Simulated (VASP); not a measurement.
# Pt (Fm-3m) in VASP: further runs, part 2 of 2

VASP 6.6.1. Earlier steps stand in the parts before.

**4. Single point, LDA**

The input, INCAR:

```
SYSTEM = Pt
ALGO = Normal ; EDIFF = 1E-6
ENCUT = 500 ; GGA = CA
GGA_COMPAT = .False. ; ISIF = 2
ISMEAR = -1 ; LASPH = .True.
LCHARG = .True. ; LELF = .True.
LREAL = .False. ; LVHAR = .True.
LWAVE = .False. ; NBANDS = 11
NELM = 120 ; PREC = Accurate
SIGMA = 0.05
```

The input, KPOINTS:

```
k-points
0
Gamma
  13 13 13
  0 0 0
```

The input, POSCAR:

```
Pt
1.0
    0.0000000000      1.9560000000      1.9560000000
    1.9560000000      0.0000000000      1.9560000000
    1.9560000000      1.9560000000      0.0000000000
Pt
1
Direct
    0.0000000000      0.0000000000      0.0000000000
```

Potentials or basis: VASP PAW LDA potentials, release 64 (Pt).

Run with:

```console
$ cat potpaw_LDA.64/Pt/POTCAR > POTCAR
$ mpirun -np 1 vasp_std > vasp.out
```

OUTCAR:

```text
SYSTEM = Pt
   EDIFF = 1E-6
   ENCUT = 500
   GGA = CA
   ISIF = 2
   ISMEAR = -1
   LASPH = .True.
   LREAL = .False.
   NELM = 120
   PREC = Accurate

 ion  position               nearest neighbor table
   1  0.000  0.000  0.000-

  LATTYP: Found a face centered cubic cell.
 ALAT       =     3.9120000000

  Lattice vectors:

 A1 = (   0.0000000000,   1.9560000000,   1.9560000000)
 A2 = (   1.9560000000,   0.0000000000,   1.9560000000)
 A3 = (   1.9560000000,   1.9560000000,   0.0000000000)

Analysis of symmetry for initial positions (statically):
[... 33 lines left out ...]
                                     Primitive cell

  volume of cell :      14.9671

  direct lattice vectors                    reciprocal lattice vectors
     0.000000000  1.956000000  1.956000000    -0.255623722  0.255623722  0.255623722
     1.956000000  0.000000000  1.956000000     0.255623722 -0.255623722  0.255623722
     1.956000000  1.956000000  0.000000000     0.255623722  0.255623722 -0.255623722

  length of vectors
     2.766201728  2.766201728  2.766201728     0.442753274  0.442753274  0.442753274

  position of ions in fractional coordinates (direct lattice)
     0.000000000  0.000000000  0.000000000

  ion indices of the primitive-cell ions
   primitive index   ion index
                 1           1

----------------------------------------------------------------------------------------

 KPOINTS: k-points

Automatic generation of k-mesh.
 Grid dimensions read from file:
 generate k-points for:   13   13   13

 Generating k-lattice:

  Cartesian coordinates                     Fractional coordinates (reciprocal lattice)
    -0.019663363  0.019663363  0.019663363     0.076923077  0.000000000  0.000000000
     0.019663363 -0.019663363  0.019663363     0.000000000  0.076923077  0.000000000
     0.019663363  0.019663363 -0.019663363     0.000000000  0.000000000  0.076923077

  Length of vectors
     0.034057944  0.034057944  0.034057944

  Shift w.r.t. Gamma in fractional coordinates (k-lattice)
     0.000000000  0.000000000  0.000000000

 Subroutine IBZKPT returns following result:
 ===========================================

 Found     84 irreducible k-points:

 Following reciprocal coordinates:
            Coordinates               Weight
  0.000000  0.000000  0.000000      1.000000
  0.076923  0.000000  0.000000      8.000000
  0.153846  0.000000  0.000000      8.000000
  0.230769  0.000000  0.000000      8.000000
  0.307692  0.000000  0.000000      8.000000
  0.384615  0.000000  0.000000      8.000000
[... 16 lines left out ...]
  0.384615  0.153846  0.000000     24.000000
  0.461538  0.153846  0.000000     24.000000
 [... further k-points ...]
   k-points           NKPTS =     84   k-points in BZ     NKDIM =     84   number of bands    NBANDS=     11
   number of dos      NEDOS =    301   number of ions     NIONS =      1
   total plane-waves  NPLWV =   8000
   dimension x,y,z NGX =    20 NGY =   20 NGZ =   20
   dimension x,y,z NGXF=    40 NGYF=   40 NGZF=   40
   ions per type =               1
   NGX,Y,Z   is equivalent  to a cutoff of  12.02, 12.02, 12.02 a.u.
   NGXF,Y,Z  is equivalent  to a cutoff of  24.04, 24.04, 24.04 a.u.
 SYSTEM =  Pt
   PREC   = accura    normal or accurate (medium, high low for compatibility)
   ISTART =      0    job   : 0-new  1-cont  2-samecut
   ICHARG =      2    charge: 1-file 2-atom 10-const
   ISPIN  =      1    spin polarized calculation?
   LNONCOLLINEAR =      F non collinear calculations
   LSORBIT =      F    spin-orbit coupling
   LASPH  =      T    aspherical Exc in radial PAW
   ENCUT  =  500.0 eV  36.75 Ry    6.06 a.u.   5.04  5.04  5.04*2*pi/ulx,y,z
   NELM   =    120;   NELMIN=  2; NELMDL= -5     # of ELM steps
   EDIFF  = 0.1E-05   stopping-criterion for ELM
   LREAL  =      F    real-space projection
   EDIFFG = 0.1E-04   stopping-criterion for IOM
   NSW    =      0    number of steps for IOM
   IBRION =     -1    ionic relax: 0-MD 1-quasi-New 2-CG
   NFREE  =      0    steps in history (QN), initial steepest desc. (CG)
   ISIF   =      2    stress and relaxation
   ISYM   =      2    0-nonsym 1-usesym 2-fastsym
   POTIM  = 0.5000    time-step for ionic-motion
   TEBEG  =    0.0;   TEEND  =   0.0 temperature during run
   PSTRESS=    0.0 pullay stress
   NELECT =      10.0000    total number of electrons
   NUPDOWN=      -1.0000    fix difference up-down
   EMIN   =  10.00;   EMAX   =-10.00  energy-range for DOS
   EFERMI =   0.00;   METHOD = LEGACY
   ISMEAR =    -1;   SIGMA  =   0.05  broadening in eV -4-tet -1-fermi 0-gaus
   EFERMI_NEDOS =   21; number of points for ismear=-14 and -15
   IALGO  =     38    algorithm
   IMIX   =      4    mixing-type and parameters
     AMIX     =   0.40;   BMIX     =  1.00
     AMIX_MAG =   1.60;   BMIX_MAG =  1.00
  volume/ion in A,a.u.               =      14.97       101.00
  Fermi-wavevector in a.u.,A,eV,Ry     =   1.431186  2.704549 27.868711  2.048292
  Thomas-Fermi vector in A             =   2.550950
   LORBIT       =      0    0 simple, 1 ext, 2 COOP (PROOUT), +10 PAW based schemes
   GGA     = CA    functional components
   LHFCALC =     F    Hartree Fock is set to
   AEXX    =    0.0000 exact exchange contribution
   IVDW    =     0    specifies the selected vdW correction
   LEPSILON=     F    determine dielectric tensor
   LRPA    =     F    only Hartree local field effects (RPA)
 non-spin polarized calculation
  energy-cutoff  :      500.00
  volume of cell :       14.97
 maximum number of plane-waves:       388
   NGX =  9   NGY =  9   NGZ =  9

 number of electron      10.0000001 magnetization

 Free energy of the ion-electron system (eV)
  ---------------------------------------------------
  ext. energy  EPLUGINS =         0.00000000
  ---------------------------------------------------
  free energy    TOTEN  =        -7.50386626 eV

  energy without entropy =       -7.48598749  energy(sigma->0) =       -7.49492687

 E-fermi :  11.2766     XC(G=0): -13.7329

 val. band max:       11.2665324887   @ k =   0.4615   0.0000   0.0000
 cond. band min:      11.2776969168   @ k =   0.4615   0.4615   0.0000
 fundamental gap:      0.0111644281
 Fermi energy:        11.2766406311

 k-point     1 :       0.0000    0.0000    0.0000
  band No.  band energies     occupation
      1       0.9568      2.00000
      2       7.4147      2.00000
      3       7.4147      2.00000
      4       7.4147      2.00000
      5       9.6332      2.00000
      6       9.6332      2.00000
      7      25.8897      0.00000
      8      30.8532      0.00000
      9      30.8532      0.00000
     10      30.8532      0.00000
     11      36.3363      0.00000

 k-point     2 :       0.0769    0.0000    0.0000
  band No.  band energies     occupation
      1       1.1959      2.00000
      2       7.3092      2.00000
      3       7.5089      2.00000
      4       7.5089      2.00000
      5       9.5810      2.00000
      6       9.5810      2.00000
      7      26.2627      0.00000
      8      29.7065      0.00000
      9      31.2248      0.00000
     10      31.2248      0.00000
     11      37.5644      0.00000

 k-point     3 :       0.1538    0.0000    0.0000
  band No.  band energies     occupation
      1       1.8679      2.00000
      2       7.0830      2.00000
      3       7.7173      2.00000
      4       7.7173      2.00000
      5       9.5177      2.00000
      6       9.5177      2.00000
      7      27.1656      0.00000
      8      27.5978      0.00000
      9      32.2735      0.00000
     10      32.2735      0.00000
     11      36.7247      0.00000
[... 267 lines left out ...]
 k-point    23 :       0.3846    0.1538    0.0000
  band No.  band energies     occupation
      1       4.3657      2.00000
      2       6.7076      2.00000
      3       7.2995      2.00000
      4       8.2998      2.00000
      5      11.0775      1.96341
      6      11.1029      1.93997
      7      21.8765      0.00000
      8      27.5510      0.00000
      9      29.1368      0.00000
     10      31.1290      0.00000
     11      37.4029      0.00000

 k-point    24 :       0.4615    0.1538    0.0000
  band No.  band energies     occupation
      1       4.5048      2.00000
      2       6.8946      2.00000
      3       7.8011      2.00000
      4       8.1111      2.00000
      5      11.3818      0.21768
      6      12.7557      0.00000
      7      18.8965      0.00000
      8      26.7464      0.00000
      9      28.8129      0.00000
     10      29.8508      0.00000
     11      38.3337      0.00000

 [... further k-points ...]
[... 5 lines left out ...]
  --------------------------------------------------------------------------------------
  -------------------------------------------------------------------------------------
  Total       -0.3201393     -0.3201393     -0.3201393     -0.0000000      0.0000000     -0.0000000
  in kB      -34.2699141    -34.2699141    -34.2699141     -0.0000000      0.0000000     -0.0000000
  external PRESSURE =     -34.2699141 kB  Pullay stress =       0.0000000 kB

 VOLUME and BASIS-vectors are now :
 -----------------------------------------------------------------------------
  energy-cutoff  :      500.00
  volume of cell :       14.97
      direct lattice vectors                 reciprocal lattice vectors
     0.000000000  1.956000000  1.956000000    -0.255623722  0.255623722  0.255623722
     1.956000000  0.000000000  1.956000000     0.255623722 -0.255623722  0.255623722
     1.956000000  1.956000000  0.000000000     0.255623722  0.255623722 -0.255623722

 POSITION                                       TOTAL-FORCE (eV/Angst)
 -----------------------------------------------------------------------------------
      0.00000      0.00000      0.00000        -0.000000     -0.000000     -0.000000
 -----------------------------------------------------------------------------------
    total drift:                                0.000000     -0.000000     -0.000000

  FREE ENERGIE OF THE ION-ELECTRON SYSTEM (eV)
  ---------------------------------------------------
  free  energy   TOTEN  =        -7.5038662569 eV

  energy  without entropy=       -7.4859874862  energy(sigma->0) =       -7.49492687
```

OSZICAR:

```text
N       E                     dE             d eps       ncg     rms          rms(c)
DAV:   1     0.363204271528E+02    0.36320E+02   -0.52168E+03  1915   0.815E+02
DAV:   2    -0.736324836345E+01   -0.43684E+02   -0.41416E+02  2091   0.173E+02
DAV:   3    -0.794435352022E+01   -0.58111E+00   -0.57681E+00  2133   0.187E+01
DAV:   4    -0.794656415232E+01   -0.22106E-02   -0.22105E-02  2132   0.137E+00
DAV:   5    -0.794658142072E+01   -0.17268E-04   -0.17267E-04  2145   0.111E-01    0.135E+01
DAV:   6    -0.755327166743E+01    0.39331E+00   -0.90431E-01  1992   0.750E+00    0.694E+00
DAV:   7    -0.750858390056E+01    0.44688E-01   -0.14723E-01  2121   0.291E+00    0.259E+00
DAV:   8    -0.750408426604E+01    0.44996E-02   -0.62613E-03  2013   0.749E-01    0.606E-01
DAV:   9    -0.750386258231E+01    0.22168E-03   -0.17787E-04  2073   0.125E-01    0.146E-02
DAV:  10    -0.750386615588E+01   -0.35736E-05   -0.29999E-06  2194   0.119E-02    0.261E-03
DAV:  11    -0.750386625690E+01   -0.10102E-06   -0.56354E-08  1149   0.218E-03
   1 F= -.75038663E+01 E0= -.74949269E+01  d E =-.178788E-01
```

stdout:

```text
POSCAR found type information on POSCAR Pt
 POSCAR found :  1 types and       1 ions
 scaLAPACK will be used
 LDA part: xc-table for (Slater(with rela. corr.)+CA(PZ))
 , standard interpolation
 POSCAR, INCAR and KPOINTS ok, starting setup
 FFT: planning ... GRIDC
 FFT: planning ... GRID_SOFT
 FFT: planning ... GRID
 WAVECAR not read
 entering main loop
```

Wall time 5.3 s (1 thread of Intel Xeon 6975P-C (Granite Rapids), shared host); peak memory 0.13 GiB.

Results:

| Item | Value |
| --- | --- |
| Free energy | -7.5039 eV |
| Pressure | -3.4 GPa |
| Band gap on the k mesh | zero (band 5 reaches 11.71 eV, above the bottom of band 6 at 9.52 eV) |

Caveat: spin-orbit coupling is left out, which moves the levels of the heavy elements.

**5. Single point, LDA**

The input, INCAR:

```
PREC = Accurate ; ENCUT = 500
EDIFF = 1E-6 ; ISMEAR = -1
SIGMA = 0.05 ; LREAL = False
LASPH = True ; NELM = 120
ALGO = Normal ; ISIF = 2
LWAVE = False ; LCHARG = False
NBANDS = 11 ; GGA_COMPAT = False
```

The input, KPOINTS:

```
Automatic mesh
0
Gamma
  13 13 13
```

POSCAR is that of step 4.

Run with:

```console
$ cat potpaw_LDA.64/Pt/POTCAR > POTCAR
$ mpirun -np 1 vasp_std > vasp.out
```

Wall time 5 s (1 thread of Intel Xeon 6975P-C (Granite Rapids), shared host); peak memory 0.12 GiB.

It converged, with:

| Property | Result |
| --- | --- |
| Free energy | -7.5039 eV |
| Pressure | -3.4 GPa |
| Band gap on the k mesh | zero (band 5 reaches 11.71 eV, above the bottom of band 6 at 9.52 eV) |

Levels at points of the mesh, in eV from the Fermi level:
```
           k point  band 1  band 2  band 3  band 4  band 5  band 6  band 7  band 8  band 9  band 10
(0.00, 0.00, 0.00)  -10.32   -3.86   -3.86   -3.86   -1.64   -1.64   14.61   19.58   19.58    19.58
```

Caveat: spin-orbit coupling is left out, which moves the levels of the heavy elements.
